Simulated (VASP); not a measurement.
Runs of VASP 6.6.1 on W. The structure is that of space group P6_3/mmc (No. 194), or close to it. The cells are those of the table. 

| task | cell | k mesh | cutoff (eV) | gap on the mesh (eV) | pressure (GPa) |
| --- | --- | --- | --- | --- | --- |
| single point | a = 2.895, b = 2.895, c = 5.166 Å, angles 90.0, 90.0, 120.0°, 2 atoms | 15 × 15 × 7 | 520 | none | -24.1 |
| single point | a = 2.788, b = 2.788, c = 4.974 Å, angles 90.0, 90.0, 120.0°, 2 atoms | 13 × 13 × 7 | 520 | none | 0.4 |
| single point | a = 2.861, b = 2.861, c = 5.104 Å, angles 90.0, 90.0, 120.0°, 2 atoms | 15 × 15 × 7 | 520 | none | (b) |
| relaxation of cell and atoms | relaxed from a = 2.819, b = 2.819, c = 4.604 Å, angles 90.0, 90.0, 120.0°, 2 atoms | 13 × 13 × 7 | 600 | none | 0.0 |
| single point | a = 2.750, b = 2.750, c = 4.907 Å, angles 90.0, 90.0, 120.0°, 2 atoms | 15 × 15 × 7 | 520 | none | 12.6 |
| single point | a = 2.788, b = 2.788, c = 4.974 Å, angles 90.0, 90.0, 120.0°, 2 atoms | 15 × 15 × 7 | 520 | none | 0.4 |
| single point | a = 2.712, b = 2.712, c = 4.838 Å, angles 90.0, 90.0, 120.0°, 2 atoms | 15 × 15 × 7 | 520 | none | (a) |
| single point | a = 2.788, b = 2.788, c = 4.974 Å, angles 90.0, 90.0, 120.0°, 2 atoms | 21 × 21 × 11 | 520 | none | 0.3 |

Alike in all rows: level RPBE; potentials or basis VASP PAW PBE potentials, release 64 (W_sv); no spin polarisation; smearing fermi-dirac 0.1 eV.

Problem. Fill in the values left out.

Solution. (a) 27.5; (b) -17.5.

Caveats: the PAW data sets were made with another functional, which shifts forces and pressure a little; spin-orbit coupling is left out, which moves the levels of the heavy elements.

A k mesh can miss the band edges, and the runs leave out spin-orbit coupling on W.

A gap of «none» marks levels without a gap at the run's occupations.
